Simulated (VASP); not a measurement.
## AlRu: single point with PBEsol

AlRu:

```xyz
2
Lattice="2.9715 0.0000 0.0000 0.0000 2.9715 0.0000 0.0000 0.0000 2.9715" Properties=species:S:1:pos:R:3 pbc="T T T"
Al    0.0000    0.0000    0.0000
Ru    1.4858    1.4858    1.4858
```

This cell differs from its parent crystal: volume scaled by 0.98.

```json
{"Program": "VASP 6.6.1", "Task": "single point", "Functional": "PBEsol", "Potentials or basis": "VASP PAW PBE potentials, release 64 (Al, Ru_pv)", "Cutoff": "520 eV", "k mesh": "12 × 12 × 12", "Occupations": "fermi-dirac, width 0.05 eV", "Spin": "no spin polarisation"}
```

The pressure is 1.0 GPa.

Levels at points of the mesh, in eV from the Fermi level:
| k point | band 7 | band 8 | band 9 | band 10 | band 11 | band 12 |
| --- | --- | --- | --- | --- | --- | --- |
| (0.00, 0.00, 0.00) | 0.20 | 0.20 | 0.20 | 6.18 | 6.18 | 6.18 |
| (0.50, 0.00, 0.00) | -1.64 | -1.64 | 0.46 | 2.36 | 7.44 | 11.11 |
| (0.50, 0.50, 0.00) | -1.38 | -1.20 | -1.20 | 1.59 | 5.41 | 6.49 |
| (0.50, 0.50, 0.50) | 1.68 | 1.68 | 2.73 | 4.15 | 4.15 | 4.15 |

Run time: 21 s on 1 thread of Intel(R) Xeon(R) Platinum 8259CL CPU @ 2.50GHz (Skylake/Cascade Lake) (shared host), peak memory 0.16 GiB.

Caveat: the PAW data sets were made with another functional, which shifts forces and pressure a little.
